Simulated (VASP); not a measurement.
# Ta2Si2Ge (P-3m1) in VASP: relaxation of cell and atoms with PBE

Aim: the relaxation of cell and atoms of Ta2Si2Ge with PBE.

Program: VASP 6.6.1. These are calculated values, not measurements. Logs are shortened: lines on timing, memory, paths and dates and some standing lists are left out, and cuts for length are marked.

## (1) The cell of the first run

It takes space group P-3m1 (No. 164, trigonal). Conventional cell: a = 3.756 Å, b = 3.756 Å, c = 8.120 Å, α = 90.00°, β = 90.00°, γ = 120.00°. Ta (site symmetry 3m) has 3 Si at 2.60 Å and 3 Ge at 2.61 Å within 3.4 Å. Within 3.1 Å of Si (site symmetry 3m) lie 1 Si at 2.37 Å and 3 Ta at 2.60 Å and 1 Ge at 2.87 Å. Ge (site symmetry -3m) has 6 Ta at 2.61 Å and 2 Si at 2.87 Å within 3.4 Å.

## (2) Relaxation of cell and atoms, PBE

INCAR reads:

```
PREC = Accurate
ENCUT = 600
EDIFF = 1E-7
ISMEAR = 0
SIGMA = 0.1
LREAL = F
LASPH = T
NELM = 80
ALGO = Normal
ISIF = 3
LWAVE = F
LCHARG = F
GGA = PE
IBRION = 2
NSW = 100
EDIFFG = -0.01
```

KPOINTS reads:

```
Automatic mesh
0
Gamma
  12 12 6
```

POSCAR reads:

```
Ta2Si2Ge
1.0
    3.7562444246      0.0000000000      0.0000000000
   -1.8781222123      3.2530030945      0.0000000000
    0.0000000000      0.0000000000      8.1196695169
Ta Si Ge
2 2 1
Direct
    0.3333333333      0.6666666667      0.6783187988
    0.6666666667      0.3333333333      0.3216812012
    0.0000000000      0.0000000000      0.1460283056
    0.0000000000      0.0000000000      0.8539716944
    0.0000000000      0.0000000000      0.5000000000
```

Potentials or basis: VASP PAW PBE potentials, release 64 (Ta_pv, Si, Ge_d).

On the command line:

```console
cat potpaw_PBE.64/Ta_pv/POTCAR potpaw_PBE.64/Si/POTCAR potpaw_PBE.64/Ge_d/POTCAR > POTCAR
mpirun -np 1 vasp_std > vasp.out
```

OUTCAR:

```text
PREC = Accurate
   ENCUT = 600
   EDIFF = 1E-7
   ISMEAR = 0
   LREAL = F
   LASPH = T
   NELM = 80
   ISIF = 3
   GGA = PE
   IBRION = 2
   NSW = 100
   EDIFFG = -0.01

 ion  position               nearest neighbor table
   1  0.333  0.667  0.678-   4 2.60   4 2.60   4 2.60   5 2.61   5 2.61   5 2.61
   2  0.667  0.333  0.322-   3 2.60   3 2.60   3 2.60   5 2.61   5 2.61   5 2.61
   3  0.000  0.000  0.146-   4 2.37   2 2.60   2 2.60   2 2.60   5 2.87
   4  0.000  0.000  0.854-   3 2.37   1 2.60   1 2.60   1 2.60   5 2.87
   5  0.000  0.000  0.500-   1 2.61   2 2.61   1 2.61   2 2.61   2 2.61   1 2.61   3 2.87   4 2.87

  LATTYP: Found a hexagonal cell.
 ALAT       =     3.7562444246
 C/A-ratio  =     2.1616456756

  Lattice vectors:

 A1 = (   3.7562444246,   0.0000000000,   0.0000000000)
 A2 = (  -1.8781222123,   3.2530030945,   0.0000000000)
 A3 = (   0.0000000000,   0.0000000000,   8.1196695169)

Analysis of symmetry for initial positions (statically):
=====================================================================
 Subroutine PRICEL returns:
 Original cell was already a primitive cell.

 Routine SETGRP: Setting up the symmetry group for a
 hexagonal supercell.

 Subroutine GETGRP returns: Found 12 space group operations
 (whereof 12 operations were pure point group operations)
 out of a pool of 24 trial point group operations.

The static configuration has the point symmetry D_3d.

Analysis of symmetry for dynamics (positions and initial velocities):
=====================================================================
 Subroutine PRICEL returns:
 Original cell was already a primitive cell.

 Routine SETGRP: Setting up the symmetry group for a
 hexagonal supercell.

 Subroutine GETGRP returns: Found 12 space group operations
 (whereof 12 operations were pure point group operations)
 out of a pool of 24 trial point group operations.

The dynamic configuration has the point symmetry D_3d.

 Subroutine INISYM returns: Found 12 space group operations
 (whereof 12 operations are pure point group operations),
 and found     1 'primitive' translations

----------------------------------------------------------------------------------------

                                     Primitive cell

  volume of cell :      99.2148

  direct lattice vectors                    reciprocal lattice vectors
     3.756244425  0.000000000  0.000000000     0.266223357  0.153704127  0.000000000
    -1.878122212  3.253003094  0.000000000     0.000000000  0.307408254  0.000000000
     0.000000000  0.000000000  8.119669517     0.000000000  0.000000000  0.123157722

  length of vectors
     3.756244425  3.756244425  8.119669517     0.307408254  0.307408254  0.123157722

  position of ions in fractional coordinates (direct lattice)
     0.333333333  0.666666667  0.678318799
     0.666666667  0.333333333  0.321681201
     0.000000000  0.000000000  0.146028306
     0.000000000  0.000000000  0.853971694
     0.000000000  0.000000000  0.500000000

  ion indices of the primitive-cell ions
   primitive index   ion index
                 1           1
                 2           2
                 3           3
                 4           4
                 5           5

----------------------------------------------------------------------------------------

 KPOINTS: Automatic mesh

Automatic generation of k-mesh.
 Grid dimensions read from file:
 generate k-points for:   12   12    6

 Generating k-lattice:

  Cartesian coordinates                     Fractional coordinates (reciprocal lattice)
     0.022185280  0.012808677  0.000000000     0.083333333 -0.000000000  0.000000000
     0.000000000  0.025617354  0.000000000     0.000000000  0.083333333  0.000000000
     0.000000000  0.000000000  0.020526287     0.000000000  0.000000000  0.166666667

  Length of vectors
     0.025617354  0.025617354  0.020526287

  Shift w.r.t. Gamma in fractional coordinates (k-lattice)
     0.000000000  0.000000000  0.000000000

 Subroutine IBZKPT returns following result:
 ===========================================

 Found    100 irreducible k-points:

 Following reciprocal coordinates:
            Coordinates               Weight
  0.000000  0.000000  0.000000      1.000000
  0.083333  0.000000  0.000000      6.000000
  0.166667 -0.000000  0.000000      6.000000
  0.250000 -0.000000  0.000000      6.000000
  0.333333 -0.000000  0.000000      6.000000
  0.416667 -0.000000  0.000000      6.000000
[... 16 lines left out ...]
  0.166667 -0.000000  0.166667      6.000000
  0.000000  0.166667  0.166667      6.000000
 [... further k-points ...]
   k-points           NKPTS =    100   k-points in BZ     NKDIM =    100   number of bands    NBANDS=     26
   number of dos      NEDOS =    301   number of ions     NIONS =      5
   total plane-waves  NPLWV =  63000
   dimension x,y,z NGX =    30 NGY =   30 NGZ =   70
   dimension x,y,z NGXF=    60 NGYF=   60 NGZF=  140
   ions per type =               2   2   1
   NGX,Y,Z   is equivalent  to a cutoff of  13.28, 13.28, 14.33 a.u.
   NGXF,Y,Z  is equivalent  to a cutoff of  26.56, 26.56, 28.66 a.u.
 SYSTEM =  unknown system
   PREC   = accura    normal or accurate (medium, high low for compatibility)
   ISTART =      0    job   : 0-new  1-cont  2-samecut
   ICHARG =      2    charge: 1-file 2-atom 10-const
   ISPIN  =      1    spin polarized calculation?
   LNONCOLLINEAR =      F non collinear calculations
   LSORBIT =      F    spin-orbit coupling
   LASPH  =      T    aspherical Exc in radial PAW
   ENCUT  =  600.0 eV  44.10 Ry    6.64 a.u.   7.50  7.50 16.22*2*pi/ulx,y,z
   NELM   =     80;   NELMIN=  2; NELMDL= -5     # of ELM steps
   EDIFF  = 0.1E-06   stopping-criterion for ELM
   LREAL  =      F    real-space projection
   EDIFFG = -.1E-01   stopping-criterion for IOM
   NSW    =    100    number of steps for IOM
   IBRION =      2    ionic relax: 0-MD 1-quasi-New 2-CG
   NFREE  =      1    steps in history (QN), initial steepest desc. (CG)
   ISIF   =      3    stress and relaxation
   ISYM   =      2    0-nonsym 1-usesym 2-fastsym
   POTIM  = 0.5000    time-step for ionic-motion
   TEBEG  =    0.0;   TEEND  =   0.0 temperature during run
   PSTRESS=    0.0 pullay stress
   NELECT =      44.0000    total number of electrons
   NUPDOWN=      -1.0000    fix difference up-down
   EMIN   =  10.00;   EMAX   =-10.00  energy-range for DOS
   EFERMI =   0.00;   METHOD = LEGACY
   ISMEAR =     0;   SIGMA  =   0.10  broadening in eV -4-tet -1-fermi 0-gaus
   EFERMI_NEDOS =   21; number of points for ismear=-14 and -15
   IALGO  =     38    algorithm
   IMIX   =      4    mixing-type and parameters
     AMIX     =   0.40;   BMIX     =  1.00
     AMIX_MAG =   1.60;   BMIX_MAG =  1.00
  volume/ion in A,a.u.               =      19.84       133.91
  Fermi-wavevector in a.u.,A,eV,Ry     =   1.248438  2.359205 21.205991  1.558596
  Thomas-Fermi vector in A             =   2.382524
   LORBIT       =      0    0 simple, 1 ext, 2 COOP (PROOUT), +10 PAW based schemes
   GGA     = PE    functional components
   LHFCALC =     F    Hartree Fock is set to
   AEXX    =    0.0000 exact exchange contribution
   IVDW    =     0    specifies the selected vdW correction
   LEPSILON=     F    determine dielectric tensor
   LRPA    =     F    only Hartree local field effects (RPA)
 conjugate gradient relaxation of ions
 non-spin polarized calculation
 Gauss-broadening in eV      SIGMA  =   0.10
  energy-cutoff  :      600.00
  volume of cell :       99.21
 maximum number of plane-waves:      3352
 NGX is ok and might be reduce to    30
   NGX = 15   NGY = 15   NGZ = 33

--------------------------------------- Ionic step        1  -------------------------------------------

 number of electron      44.0000009 magnetization

 Free energy of the ion-electron system (eV)
  ---------------------------------------------------
  ext. energy  EPLUGINS =         0.00000000
  ---------------------------------------------------
  free energy    TOTEN  =       -37.23291020 eV

  energy without entropy =      -37.22017591  energy(sigma->0) =      -37.22654306

------------------------ aborting loop because EDIFF is reached ----------------------------------------

  FORCE on cell =-STRESS in cart. coord.  units (eV):
  Direction    XX          YY          ZZ          XY          YZ          ZX
  --------------------------------------------------------------------------------------
  -------------------------------------------------------------------------------------
  Total       -0.3870299     -0.3870299      1.1251670     -0.0000000     -0.0000000      0.0000000
  in kB       -6.2499765     -6.2499765     18.1698313     -0.0000000     -0.0000000      0.0000000
  external PRESSURE =       1.8899594 kB  Pullay stress =       0.0000000 kB
[... 98 lines left out ...]
  FREE ENERGIE OF THE ION-ELECTRON SYSTEM (eV)
  ---------------------------------------------------
  free  energy   TOTEN  =       -37.2828423580 eV

  energy  without entropy=      -37.2670540914  energy(sigma->0) =      -37.27494822

[... ionic steps 4 to 33 ...]

--------------------------------------- Ionic step       34  -------------------------------------------

 number of electron      44.0000002 magnetization

------------------------ aborting loop because EDIFF is reached ----------------------------------------

  FORCE on cell =-STRESS in cart. coord.  units (eV):
  Direction    XX          YY          ZZ          XY          YZ          ZX
  --------------------------------------------------------------------------------------
  -------------------------------------------------------------------------------------
  Total        0.0217376      0.0217376     -0.2798300      0.0000000      0.0000000      0.0000000
  in kB        0.4145455      0.4145455     -5.3364845      0.0000000      0.0000000      0.0000000
  external PRESSURE =      -1.5024645 kB  Pullay stress =       0.0000000 kB
[... 63 lines left out ...]
  energy  without entropy=      -38.7690255269  energy(sigma->0) =      -38.77742283

--------------------------------------- Ionic step       36  -------------------------------------------

 number of electron      44.0000003 magnetization

 Free energy of the ion-electron system (eV)
  ---------------------------------------------------
  ext. energy  EPLUGINS =         0.00000000
  ---------------------------------------------------
  free energy    TOTEN  =       -38.78613337 eV

  energy without entropy =      -38.76885785  energy(sigma->0) =      -38.77749561

 E-fermi :   7.6697     XC(G=0): -11.7780

 val. band max:        7.6688282515   @ k =   0.1667   0.1667   0.0000
 cond. band min:       7.6740471666   @ k =   0.2500   0.0833   0.0000
 fundamental gap:      0.0052189151
 Fermi energy:         7.6697338224

 k-point     1 :       0.0000    0.0000    0.0000
  band No.  band energies     occupation
      1     -26.9545      2.00000
      2     -26.9469      2.00000
      3     -26.3944      2.00000
      4     -26.3944      2.00000
      5     -26.3939      2.00000
      6     -26.3939      2.00000
[... 685 lines left out ...]
     25       9.1525      0.00000
     26       9.6270      0.00000

 [... further k-points ...]

------------------------ aborting loop because EDIFF is reached ----------------------------------------

  FORCE on cell =-STRESS in cart. coord.  units (eV):
  Direction    XX          YY          ZZ          XY          YZ          ZX
  --------------------------------------------------------------------------------------
  -------------------------------------------------------------------------------------
  Total        0.0330836      0.0330836     -0.0040399      0.0000000      0.0000000     -0.0000000
  in kB        0.6313819      0.6313819     -0.0771000      0.0000000      0.0000000     -0.0000000
  external PRESSURE =       0.3952213 kB  Pullay stress =       0.0000000 kB
[... 20 lines left out ...]
  FREE ENERGIE OF THE ION-ELECTRON SYSTEM (eV)
  ---------------------------------------------------
  free  energy   TOTEN  =       -38.7861333729 eV

  energy  without entropy=      -38.7688578469  energy(sigma->0) =      -38.77749561

 reached required accuracy - stopping structural energy minimisation
```

Run time: 61 min. Hardware: 1 thread of Intel Xeon 6975P-C (Granite Rapids), shared host; peak memory 0.5 GiB.

What came out:

* Free energy: -38.7861 eV
* Relaxed volume: 16.79 Å³/atom
* Relaxed cell: a = 3.011 Å, b = 3.011 Å, c = 10.694 Å, α = 90.00°, β = 90.00°, γ = 120.00°
* Space group after relaxing (to 0.05 Å): P-3m1 (No. 164)
* Energy gained by relaxing: 310.6 meV/atom
* Ionic steps: 36
* Pressure after relaxing: 0.0 GPa
* Largest force after relaxing: 0.003 eV/Å
* Band gap on the k mesh: zero (band 22 reaches 8.52 eV, above the bottom of band 23 at 7.02 eV)

Forces in eV/Å, atoms in the order of the input:
```
Ta   0.000  0.000  0.003
Ta   0.000  0.000 -0.003
Si   0.000  0.000 -0.002
Si   0.000  0.000  0.002
Ge   0.000  0.000  0.000
```

The path:
```tsv
step	energy change (eV)	largest force (eV/Å)	pressure (GPa)	volume (Å³)
1	0.0000	0.2129	0.19	99.21
2	-0.0179	0.2008	-0.66	99.54
3	-0.0499	0.1907	-3.02	100.42
4	-0.0839	0.2171	-7.44	101.85
5	-0.0853	0.2186	-7.49	101.85
6	-0.0895	0.2228	-7.61	101.83
7	-0.0979	0.2308	-7.85	101.80
8	-0.1156	0.2437	-8.34	101.72
9	-0.1576	0.2921	-9.32	101.52
10	-0.2102	0.8923	-10.91	100.96
11	-0.2673	1.0999	-10.60	99.97
12	-0.4042	1.7275	-9.33	96.90
13	-0.3817	2.6975	-4.40	90.44
14	-0.4535	2.0861	-8.00	94.65
15	-0.5566	2.0522	-6.71	93.43
16	-0.7857	1.8801	-2.15	89.81
17	-0.7840	1.1462	10.70	82.85
18	-0.8696	1.6100	3.34	86.42
19	-0.9372	1.2626	2.48	86.68
20	-1.0581	0.8337	0.43	87.48
21	-1.0296	2.1375	-1.31	89.07
22	-1.0937	1.3205	-0.57	88.08
23	-1.2014	1.1590	-1.71	88.12
24	-1.4211	0.6557	-4.37	88.10
25	-1.2803	0.5954	-5.04	87.54
26	-1.4620	0.3741	-5.18	88.01
27	-1.5269	0.5185	2.10	83.13
28	-1.5347	0.4764	0.18	84.28
29	-1.5465	0.2144	-0.35	84.25
30	-1.5479	0.2039	-0.59	84.24
31	-1.5510	0.0858	0.39	83.69
32	-1.5511	0.0737	0.49	83.63
33	-1.5527	0.0213	0.11	83.86
34	-1.5529	0.0286	-0.15	84.01
35	-1.5529	0.0223	-0.08	83.99
36	-1.5532	0.0031	0.04	83.95
```

Final structure:
```cif
data_structure
_symmetry_space_group_name_H-M 'P 1'
_symmetry_Int_Tables_number 1
_cell_length_a 3.0108
_cell_length_b 3.0108
_cell_length_c 10.6937
_cell_angle_alpha 90.000
_cell_angle_beta 90.000
_cell_angle_gamma 120.000
_cell_volume 83.95
loop_
_atom_site_label
_atom_site_type_symbol
_atom_site_fract_x
_atom_site_fract_y
_atom_site_fract_z
_atom_site_occupancy
Ta1 Ta 0.33333 0.66667 0.70716 1
Ta2 Ta 0.66667 0.33333 0.29284 1
Si1 Si 0.00000 0.00000 0.10838 1
Si2 Si 0.00000 0.00000 0.89162 1
Ge1 Ge 0.00000 0.00000 0.50000 1
```

Levels at points of the mesh, in eV from the Fermi level:
```csv
k point,band 20,band 21,band 22,band 23,band 24,band 25
"(0.00, 0.00, 0.00)",0.04,0.13,0.13,2.22,2.22,2.35
"(0.50, 0.00, 0.00)",-1.87,-1.70,-0.06,0.66,1.09,1.46
"(0.00, 0.00, 0.50)",0.05,0.12,0.12,2.24,2.24,2.33
"(0.50, 0.00, 0.50)",-2.49,-1.10,0.10,0.37,0.52,0.98
```

Caveat: the volume moved by over 15 % at a fixed basis, so the end points are rough; spin-orbit coupling is left out, which moves the levels of the heavy elements.
